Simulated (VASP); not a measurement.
A run of VASP 6.6.1:

The input POSCAR:

```
Ir
1.0
    0.0000000000      2.0189070708      2.0189070708
    2.0189070708      0.0000000000      2.0189070708
    2.0189070708      2.0189070708      0.0000000000
Ir
1
Direct
    0.0000000000      0.0000000000      0.0000000000
```

The input INCAR.step1:

```
PREC     = Accurate       # precision mode
ENCUT    = 520            # plane-wave cutoff, eV
ISMEAR   = 0              # smearing method
SIGMA    = 0.1            # smearing width, eV
LREAL    = False          # projectors in reciprocal space
LASPH    = True           # aspherical terms in the spheres
NELM     = 100            # most SCF steps
NBANDS   = 10             # bands
GGA      = PE             # functional
ALGO     = Normal         # electronic algorithm
EDIFF    = 1E-4           # SCF threshold, eV
LWAVE    = True           # write WAVECAR
LCHARG   = False          # write CHGCAR
```

File INCAR.step2:

```
PREC     = Accurate       # precision mode
ENCUT    = 520            # plane-wave cutoff, eV
EDIFF    = 1E-7           # SCF threshold, eV
ISMEAR   = 0              # smearing method
SIGMA    = 0.1            # smearing width, eV
LREAL    = False          # projectors in reciprocal space
LASPH    = True           # aspherical terms in the spheres
NELM     = 100            # most SCF steps
ALGO     = Normal         # electronic algorithm
ISIF     = 2              # what is computed and relaxed
LWAVE    = False          # write WAVECAR
LCHARG   = False          # write CHGCAR
METAGGA  = R2SCAN         # meta-GGA
LMIXTAU  = True         
NBANDS   = 10             # bands
ISTART   = 1
```

Contents of KPOINTS:

```
Automatic mesh
0
Gamma
  8 8 8
```

Potentials or basis: VASP PAW PBE potentials, release 64 (Ir).

The run is started by

```console
$ cat potpaw_PBE.64/Ir/POTCAR > POTCAR
$ cp INCAR.step1 INCAR
$ mpirun -np 1 vasp_std > vasp.out
$ cp INCAR.step2 INCAR
$ mpirun -np 1 vasp_std > vasp.out
```

Hardware: 1 thread of AMD EPYC 7R13 Processor (Zen 3) (shared host).

**Question.** How long does it take, and how much memory?

**Answer.** Wall time 28 s on 1 thread of AMD EPYC 7R13 Processor (Zen 3), on a shared host, peak memory 0.12 GiB. Counts: k points 29.
